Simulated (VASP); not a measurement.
# Rh (Pm-3n) in VASP: notebook

The runs below take Rh through single point, relaxation of cell and atoms, with PBE.

Everything below comes from runs of VASP 6.6.1. Logs are shortened: lines on timing, memory, paths and dates and some standing lists are left out, and cuts for length are marked.

**1. The cell of the first run**

Symmetry: Pm-3n, No. 223, cubic system. The conventional cell has a = 4.668 Å, b = 4.668 Å, c = 4.668 Å, α = 90.00°, β = 90.00°, γ = 90.00°. Rh (site symmetry -4m2) has 10 Rh at 2.33 to 2.86 Å within 3.1 Å.

**2. Single point, PBE**

INCAR

```
SYSTEM = Rh
  PREC = Accurate
  ENCUT = 520
  EDIFF = 1E-6
  ISMEAR = 0
  SIGMA = 0.1
  LREAL = .False.
  LASPH = .True.
  NELM = 60
  ALGO = Fast
  ISIF = 2
  LWAVE = .False.
  LCHARG = .False.
  GGA = PE
  NBANDS = 54
```

KPOINTS

```
Automatic mesh
0
Gamma
  8 8 8
  0 0 0
```

POSCAR

```
Rh
1.0
    4.6677003541      0.0000000000      0.0000000000
    0.0000000000      4.6677003541      0.0000000000
    0.0000000000      0.0000000000      4.6677003541
Rh
6
Direct
    0.0000000000      0.5000000000      0.2500000000
    0.0000000000      0.5000000000      0.7500000000
    0.2500000000      0.0000000000      0.5000000000
    0.5000000000      0.2500000000      0.0000000000
    0.5000000000      0.7500000000      0.0000000000
    0.7500000000      0.0000000000      0.5000000000
```

Potentials or basis: VASP PAW PBE potentials, release 64 (Rh_pv).

The run is started by

```bash
cat potpaw_PBE.64/Rh_pv/POTCAR > POTCAR
mpirun -np 1 vasp_std > vasp.out
```

OUTCAR:

```text
SYSTEM = Rh
   PREC = Accurate
   ENCUT = 520
   EDIFF = 1E-6
   ISMEAR = 0
   LREAL = .False.
   LASPH = .True.
   NELM = 60
   ISIF = 2
   GGA = PE

 ion  position               nearest neighbor table
   1  0.000  0.500  0.250-   2 2.33   2 2.33   4 2.86   5 2.86   6 2.86   3 2.86   3 2.86   6 2.86
                             4 2.86   5 2.86
   2  0.000  0.500  0.750-   1 2.33   1 2.33   4 2.86   5 2.86   6 2.86   3 2.86   3 2.86   6 2.86
                             4 2.86   5 2.86
   3  0.250  0.000  0.500-   6 2.33   6 2.33   4 2.86   5 2.86   1 2.86   4 2.86   5 2.86   1 2.86
                             2 2.86   2 2.86
   4  0.500  0.250  0.000-   5 2.33   5 2.33   3 2.86   1 2.86   6 2.86   3 2.86   6 2.86   2 2.86
                             1 2.86   2 2.86
   5  0.500  0.750  0.000-   4 2.33   4 2.33   3 2.86   1 2.86   6 2.86   3 2.86   6 2.86   2 2.86
                             1 2.86   2 2.86
   6  0.750  0.000  0.500-   3 2.33   3 2.33   1 2.86   4 2.86   5 2.86   4 2.86   5 2.86   1 2.86
                             2 2.86   2 2.86

  LATTYP: Found a simple cubic cell.
 ALAT       =     4.6677003541

  Lattice vectors:

 A1 = (   4.6677003541,   0.0000000000,   0.0000000000)
 A2 = (   0.0000000000,   4.6677003541,   0.0000000000)
 A3 = (   0.0000000000,   0.0000000000,   4.6677003541)

Analysis of symmetry for initial positions (statically):
=====================================================================
 Subroutine PRICEL returns:
 Original cell was already a primitive cell.

 Routine SETGRP: Setting up the symmetry group for a
 simple cubic supercell.

 Subroutine GETGRP returns: Found 48 space group operations
 (whereof 24 operations were pure point group operations)
 out of a pool of 48 trial point group operations.

The static configuration has the point symmetry T_h .
 The point group associated with its full space group is O_h .

Analysis of symmetry for dynamics (positions and initial velocities):
=====================================================================
 Subroutine PRICEL returns:
 Original cell was already a primitive cell.

 Routine SETGRP: Setting up the symmetry group for a
 simple cubic supercell.

 Subroutine GETGRP returns: Found 48 space group operations
 (whereof 24 operations were pure point group operations)
 out of a pool of 48 trial point group operations.

The dynamic configuration has the point symmetry T_h .
 The point group associated with its full space group is O_h .

 Subroutine INISYM returns: Found 48 space group operations
 (whereof 24 operations are pure point group operations),
 and found     1 'primitive' translations

----------------------------------------------------------------------------------------

                                     Primitive cell

  volume of cell :     101.6972

  direct lattice vectors                    reciprocal lattice vectors
     4.667700354  0.000000000  0.000000000     0.214238260  0.000000000  0.000000000
     0.000000000  4.667700354  0.000000000     0.000000000  0.214238260  0.000000000
     0.000000000  0.000000000  4.667700354     0.000000000  0.000000000  0.214238260

  length of vectors
     4.667700354  4.667700354  4.667700354     0.214238260  0.214238260  0.214238260

  position of ions in fractional coordinates (direct lattice)
     0.000000000  0.500000000  0.250000000
     0.000000000  0.500000000  0.750000000
     0.250000000  0.000000000  0.500000000
     0.500000000  0.250000000  0.000000000
     0.500000000  0.750000000  0.000000000
     0.750000000  0.000000000  0.500000000

  ion indices of the primitive-cell ions
   primitive index   ion index
                 1           1
                 2           2
                 3           3
                 4           4
                 5           5
                 6           6

----------------------------------------------------------------------------------------

 KPOINTS: Automatic mesh

Automatic generation of k-mesh.
 Grid dimensions read from file:
 generate k-points for:    8    8    8

 Generating k-lattice:

  Cartesian coordinates                     Fractional coordinates (reciprocal lattice)
     0.026779782  0.000000000  0.000000000     0.125000000  0.000000000  0.000000000
     0.000000000  0.026779782  0.000000000     0.000000000  0.125000000  0.000000000
     0.000000000  0.000000000  0.026779782     0.000000000  0.000000000  0.125000000

  Length of vectors
     0.026779782  0.026779782  0.026779782

  Shift w.r.t. Gamma in fractional coordinates (k-lattice)
     0.000000000  0.000000000  0.000000000

 Subroutine IBZKPT returns following result:
 ===========================================

 Found     35 irreducible k-points:

 Following reciprocal coordinates:
            Coordinates               Weight
  0.000000  0.000000  0.000000      1.000000
  0.125000  0.000000  0.000000      6.000000
  0.250000  0.000000  0.000000      6.000000
[... 38 lines left out ...]
   EMIN   =  10.00;   EMAX   =-10.00  energy-range for DOS
   EFERMI =   0.00;   METHOD = LEGACY
   ISMEAR =     0;   SIGMA  =   0.10  broadening in eV -4-tet -1-fermi 0-gaus
   EFERMI_NEDOS =   21; number of points for ismear=-14 and -15
   IALGO  =     68    algorithm
   IMIX   =      4    mixing-type and parameters
     AMIX     =   0.40;   BMIX     =  1.00
     AMIX_MAG =   1.60;   BMIX_MAG =  1.00
  volume/ion in A,a.u.               =      16.95       114.38
  Fermi-wavevector in a.u.,A,eV,Ry     =   1.571759  2.970194 33.612203  2.470427
  Thomas-Fermi vector in A             =   2.673295
   LORBIT       =      0    0 simple, 1 ext, 2 COOP (PROOUT), +10 PAW based schemes
   GGA     = PE    functional components
   LHFCALC =     F    Hartree Fock is set to
   AEXX    =    0.0000 exact exchange contribution
   IVDW    =     0    specifies the selected vdW correction
   LEPSILON=     F    determine dielectric tensor
   LRPA    =     F    only Hartree local field effects (RPA)
 non-spin polarized calculation
 RMM-DIIS sequential band-by-band and
 Gauss-broadening in eV      SIGMA  =   0.10
  energy-cutoff  :      520.00
  volume of cell :      101.70
 maximum number of plane-waves:      2800
 NGX is ok and might be reduce to    36
   NGX = 17   NGY = 17   NGZ = 17

 number of electron      90.0000056 magnetization

 Free energy of the ion-electron system (eV)
  ---------------------------------------------------
  ext. energy  EPLUGINS =         0.00000000
  ---------------------------------------------------
  free energy    TOTEN  =       -38.85492092 eV

  energy without entropy =      -38.81922723  energy(sigma->0) =      -38.83707407

 E-fermi :   8.6719     XC(G=0): -12.4978

 val. band max:        8.6640970662   @ k =   0.2500   0.2500   0.2500
 cond. band min:       8.6767246242   @ k =   0.1250   0.0000   0.0000
 fundamental gap:      0.0126275581
 Fermi energy:         8.6718762345

 k-point     1 :       0.0000    0.0000    0.0000
  band No.  band energies     occupation
      1     -39.0341      2.00000
      2     -39.0341      2.00000
      3     -38.9264      2.00000
      4     -37.8153      2.00000
      5     -37.8153      2.00000
      6     -37.8153      2.00000
[... 46 lines left out ...]
     53      13.0427      0.00000
     54      13.0427      0.00000

 k-point     2 :       0.1250    0.0000    0.0000
  band No.  band energies     occupation
      1     -39.0319      2.00000
      2     -39.0070      2.00000
      3     -38.9052      2.00000
      4     -37.8134      2.00000
      5     -37.8134      2.00000
      6     -37.8048      2.00000
[... 46 lines left out ...]
     53      13.0060      0.00000
     54      13.5198      0.00000

 k-point     3 :       0.2500    0.0000    0.0000
  band No.  band energies     occupation
      1     -39.0257      2.00000
      2     -38.9869      2.00000
      3     -38.7862      2.00000
      4     -37.8088      2.00000
      5     -37.8088      2.00000
      6     -37.7854      2.00000
[... 46 lines left out ...]
     53      12.8584      0.00000
     54      13.6072      0.00000
[... 1084 lines left out ...]
 k-point    23 :       0.3750    0.3750    0.1250
  band No.  band energies     occupation
      1     -38.9534      2.00000
      2     -38.6012      2.00000
      3     -38.5528      2.00000
      4     -38.0385      2.00000
      5     -38.0183      2.00000
      6     -37.7555      2.00000
[... 46 lines left out ...]
     53      12.7965      0.00000
     54      14.1438      0.00000

 k-point    24 :       0.5000    0.3750    0.1250
  band No.  band energies     occupation
      1     -38.9534      2.00000
      2     -38.5804      2.00000
      3     -38.3087      2.00000
      4     -38.3010      2.00000
      5     -38.0281      2.00000
      6     -37.7427      2.00000
[... 46 lines left out ...]
     53      13.1031      0.00000
     54      14.1259      0.00000

 [... further k-points ...]
[... 5 lines left out ...]
  --------------------------------------------------------------------------------------
  -------------------------------------------------------------------------------------
  Total        0.1027953      0.1027953      0.1027953      0.0000000      0.0000000     -0.0000000
  in kB        1.6194782      1.6194782      1.6194782      0.0000000      0.0000000     -0.0000000
  external PRESSURE =       1.6194782 kB  Pullay stress =       0.0000000 kB

 VOLUME and BASIS-vectors are now :
 -----------------------------------------------------------------------------
  energy-cutoff  :      520.00
  volume of cell :      101.70
      direct lattice vectors                 reciprocal lattice vectors
     4.667700354  0.000000000  0.000000000     0.214238260  0.000000000  0.000000000
     0.000000000  4.667700354  0.000000000     0.000000000  0.214238260  0.000000000
     0.000000000  0.000000000  4.667700354     0.000000000  0.000000000  0.214238260

 POSITION                                       TOTAL-FORCE (eV/Angst)
 -----------------------------------------------------------------------------------
      0.00000      2.33385      1.16693         0.000000      0.000000      0.000000
      0.00000      2.33385      3.50078        -0.000000     -0.000000     -0.000000
      1.16693      0.00000      2.33385         0.000000      0.000000     -0.000000
      2.33385      1.16693      0.00000         0.000000      0.000000      0.000000
      2.33385      3.50078      0.00000        -0.000000     -0.000000     -0.000000
      3.50078      0.00000      2.33385        -0.000000      0.000000      0.000000
 -----------------------------------------------------------------------------------
    total drift:                                0.000000      0.000000     -0.000000

  FREE ENERGIE OF THE ION-ELECTRON SYSTEM (eV)
  ---------------------------------------------------
  free  energy   TOTEN  =       -38.8549209161 eV

  energy  without entropy=      -38.8192272329  energy(sigma->0) =      -38.83707407
```

Run time: 66 s. Hardware: 1 thread of Intel Xeon 6975P-C (Granite Rapids), shared host; peak memory 0.27 GiB.

Results:

```yaml
Free_energy: -38.8549 eV
Pressure: 0.2 GPa
Band_gap_on_the_k_mesh: zero (band 45 reaches 8.99 eV, above the bottom of band 46 at 8.18 eV)
```

Levels at points of the mesh, in eV from the Fermi level:
```tsv
k point	band 41	band 42	band 43	band 44	band 45	band 46	band 47	band 48	band 49	band 50
(0.00, 0.00, 0.00)	-0.54	0.15	0.15	0.32	0.32	0.32	0.36	0.36	0.36	3.58
(0.50, 0.00, 0.00)	-0.59	-0.59	-0.48	-0.48	0.28	0.28	0.72	0.72	1.26	1.26
(0.50, 0.50, 0.00)	-1.09	-1.09	-0.85	-0.52	-0.49	-0.49	0.23	0.33	0.33	0.40
(0.50, 0.50, 0.50)	-2.26	-2.26	-0.43	-0.43	-0.43	-0.43	-0.43	-0.43	2.33	2.33
```

**3. Relaxation of cell and atoms, PBE**

This run uses another cell than the first one, of 16.90 Å³/atom, 0.997 times its volume.

INCAR

```
SYSTEM = Rh
ALGO     = Fast           ! electronic algorithm
EDIFF    = 1E-6           ! SCF threshold, eV
EDIFFG   = -0.01          ! ionic threshold
ENCUT    = 600            ! plane-wave cutoff, eV
GGA      = PE             ! functional
IBRION   = 2              ! ionic algorithm
ISIF     = 3              ! what is computed and relaxed
ISMEAR   = 0              ! smearing method
LASPH    = .True.         ! aspherical terms in the spheres
LCHARG   = .False.        ! write CHGCAR
LREAL    = .False.        ! projectors in reciprocal space
LWAVE    = .False.        ! write WAVECAR
NELM     = 100            ! most SCF steps
NSW      = 100            ! ionic steps
PREC     = Accurate       ! precision mode
SIGMA    = 0.1            ! smearing width, eV
```

KPOINTS

```
k-points
0
Gamma
  8 8 8
  0 0 0
```

POSCAR: that of step 2 with these lines changed.

```diff
@@ -2,5 +2,5 @@
 1.0
-    4.6677003541      0.0000000000      0.0000000000
-    0.0000000000      4.6677003541      0.0000000000
-    0.0000000000      0.0000000000      4.6677003541
+    4.6634802206      0.0000000000      0.0000000000
+    0.0000000000      4.6634802206      0.0000000000
+    0.0000000000      0.0000000000      4.6634802206
 Rh
```

Potentials or basis: VASP PAW PBE potentials, release 64 (Rh_pv).

The run is started by

```bash
cat potpaw_PBE.64/Rh_pv/POTCAR > POTCAR
mpirun -np 1 vasp_std > vasp.out
```

Run time: 3.6 min. Hardware: 1 thread of Intel Xeon 6975P-C (Granite Rapids), shared host; peak memory 0.35 GiB.

It converged, with:

| Item | Value |
| --- | --- |
| Free energy | -38.8539 eV |
| Relaxed volume | 16.95 Å³/atom |
| Relaxed cell | a = 4.668 Å, b = 4.668 Å, c = 4.668 Å, α = 90.00°, β = 90.00°, γ = 90.00° |
| Space group after relaxing (to 0.05 Å) | Pm-3n (No. 223) |
| Energy gained by relaxing | 0.1 meV/atom |
| Ionic steps | 3 |
| Pressure after relaxing | 0.0 GPa |
| Band gap on the k mesh | zero (band 45 reaches 8.99 eV, above the bottom of band 46 at 8.18 eV) |

The path:
| step | energy change (eV) | largest force (eV/Å) | pressure (GPa) | volume (Å³) |
| --- | --- | --- | --- | --- |
| 1 | 0.0000 | 0.0000 | 0.55 | 101.42 |
| 2 | 0.0013 | 0.0000 | -1.00 | 102.27 |
| 3 | -0.0005 | 0.0000 | -0.04 | 101.71 |

Final structure:
```
Rh
1.0
     4.66787    0.00000    0.00000
     0.00000    4.66787    0.00000
     0.00000    0.00000    4.66787
Rh
6
Direct
  0.00000 0.50000 0.25000
  0.00000 0.50000 0.75000
  0.25000 0.00000 0.50000
  0.50000 0.25000 0.00000
  0.50000 0.75000 0.00000
  0.75000 0.00000 0.50000
```

Levels at points of the mesh, in eV from the Fermi level:
```
           k point  band 41  band 42  band 43  band 44  band 45  band 46  band 47  band 48  band 49  band 50
(0.00, 0.00, 0.00)    -0.54     0.15     0.15     0.32     0.32     0.32     0.36     0.36     0.36     3.58
(0.50, 0.00, 0.00)    -0.59    -0.59    -0.48    -0.48     0.28     0.28     0.72     0.72     1.26     1.26
(0.50, 0.50, 0.00)    -1.09    -1.09    -0.85    -0.52    -0.49    -0.49     0.23     0.33     0.33     0.40
(0.50, 0.50, 0.50)    -2.26    -2.26    -0.43    -0.43    -0.43    -0.43    -0.43    -0.43     2.33     2.33
```

**4. Single point, PBE**

This run uses another cell than the first one, of 16.90 Å³/atom, 0.997 times its volume.

INCAR

```
SYSTEM = Rh
PREC = Accurate
ENCUT = 520
EDIFF = 1E-6
ISMEAR = 0
SIGMA = 0.1
LREAL = .False.
LASPH = .True.
NELM = 100
ALGO = Normal
ISIF = 2
LWAVE = .False.
LCHARG = .False.
GGA = PE
NBANDS = 54
```

KPOINTS

```
Automatic mesh
0
Gamma
  4 4 4
  0 0 0
```

POSCAR is that of step 3.

The run is started by

```bash
cat potpaw_PBE.64/Rh_pv/POTCAR > POTCAR
mpirun -np 1 vasp_std > vasp.out
```

It took 63 s on 1 thread of AMD EPYC 7R13 (Zen 3), shared host; peak memory 0.17 GiB.

It converged, with:

```
Free energy            : -38.8041 eV
Pressure               : 0.2 GPa
Band gap on the k mesh : zero (band 45 reaches 9.03 eV, above the bottom of band 46 at 8.22 eV)
```

Levels at points of the mesh, in eV from the Fermi level:
```
           k point  band 41  band 42  band 43  band 44  band 45  band 46  band 47  band 48  band 49  band 50
(0.00, 0.00, 0.00)    -0.54     0.16     0.16     0.32     0.32     0.32     0.36     0.36     0.36     3.58
(0.50, 0.00, 0.00)    -0.58    -0.58    -0.48    -0.48     0.27     0.27     0.73     0.73     1.24     1.24
(0.50, 0.50, 0.00)    -1.09    -1.09    -0.86    -0.52    -0.49    -0.49     0.22     0.32     0.32     0.42
(0.50, 0.50, 0.50)    -2.30    -2.30    -0.43    -0.43    -0.43    -0.43    -0.43    -0.43     2.33     2.33
```

**5. Relaxation of cell and atoms, PBE**

This run uses another cell than the first one, of 14.52 Å³/atom, 0.857 times its volume.

INCAR

```
SYSTEM = Rh
PREC = Accurate ; ENCUT = 600
EDIFF = 1E-7 ; ISMEAR = 0
SIGMA = 0.1 ; LREAL = .False.
LASPH = .True. ; NELM = 100
ALGO = Normal ; ISIF = 3
LWAVE = .False. ; LCHARG = .False.
GGA = PE ; IBRION = 2
NSW = 90 ; EDIFFG = -0.04
```

KPOINTS

```
regular mesh
0
Gamma
  4 4 4
  0 0 0
```

POSCAR: that of step 4 with these lines changed.

```diff
@@ -2,5 +2,5 @@
 1.0
-    4.6634802206      0.0000000000      0.0000000000
-    0.0000000000      4.6634802206      0.0000000000
-    0.0000000000      0.0000000000      4.6634802206
+    4.4331410582      0.0000000000      0.0000000000
+    0.0000000000      4.4331410582      0.0000000000
+    0.0000000000      0.0000000000      4.4331410582
 Rh
```

The run is started by

```bash
cat potpaw_PBE.64/Rh_pv/POTCAR > POTCAR
mpirun -np 1 vasp_std > vasp.out
```

Run time: 5 min. Hardware: 1 thread of AMD EPYC 7R13 (Zen 3), shared host; peak memory 0.19 GiB.

It converged, with:

- Free energy: -38.7862 eV
- Relaxed volume: 16.91 Å³/atom
- Relaxed cell: a = 4.665 Å, b = 4.665 Å, c = 4.665 Å, α = 90.00°, β = 90.00°, γ = 90.00°
- Space group after relaxing (to 0.05 Å): Pm-3n (No. 223)
- Energy gained by relaxing: 261.2 meV/atom
- Ionic steps: 5
- Pressure after relaxing: 0.0 GPa
- Band gap on the k mesh: zero (band 45 reaches 9.02 eV, above the bottom of band 46 at 8.21 eV)

Step by step:
```
step  energy change (eV)  largest force (eV/Å)  pressure (GPa)  volume (Å³)
   1              0.0000                0.0000           40.81        87.12
   2              3.0491                0.0000          -25.24       142.58
   3             -1.5454                0.0000           -3.37       103.51
   4             -1.5658                0.0000           -0.84       101.97
   5             -1.5670                0.0000            0.01       101.49
```

Final structure:
```yaml
crystal:
  lattice:
    - [4.66451, 0.00000, 0.00000]
    - [0.00000, 4.66451, 0.00000]
    - [0.00000, 0.00000, 4.66451]
  atoms:
    - { symbol: Rh, position: [0.00000, 0.50000, 0.25000] }
    - { symbol: Rh, position: [0.00000, 0.50000, 0.75000] }
    - { symbol: Rh, position: [0.25000, 0.00000, 0.50000] }
    - { symbol: Rh, position: [0.50000, 0.25000, 0.00000] }
    - { symbol: Rh, position: [0.50000, 0.75000, 0.00000] }
    - { symbol: Rh, position: [0.75000, 0.00000, 0.50000] }
```

Levels at points of the mesh, in eV from the Fermi level:
```
           k point  band 43  band 44  band 45  band 46  band 47  band 48
(0.00, 0.00, 0.00)     0.16     0.32     0.32     0.32     0.36     0.36
(0.50, 0.00, 0.00)    -0.48    -0.48     0.27     0.27     0.73     0.73
(0.50, 0.50, 0.00)    -0.86    -0.52    -0.49    -0.49     0.22     0.32
(0.50, 0.50, 0.50)    -0.43    -0.43    -0.43    -0.43    -0.43    -0.43
```

Caveat: the volume moved by over 15 % at a fixed basis, so the end points are rough.

**6. The runs side by side**

```tsv
task	cell	k mesh	cutoff (eV)	gap on the mesh (eV)	pressure (GPa)	relaxed volume (Å³/atom)
single point	a = 4.668 Å, 6 atoms	8 × 8 × 8	520	none	0.2	-
relaxation of cell and atoms	relaxed from a = 4.663 Å, 6 atoms	8 × 8 × 8	600	none	0.0	16.95
single point	a = 4.663 Å, 6 atoms	4 × 4 × 4	520	none	0.2	-
relaxation of cell and atoms	relaxed from a = 4.433 Å, 6 atoms	4 × 4 × 4	600	none	0.0	16.91
```

Alike in all rows: level PBE; potentials or basis VASP PAW PBE potentials, release 64 (Rh_pv); no spin polarisation; smearing gaussian 0.1 eV.

Caveats: the volume moved by over 15 % at a fixed basis, so the end points are rough (some runs).

Absolute energies hang on the potentials; compare differences alone.
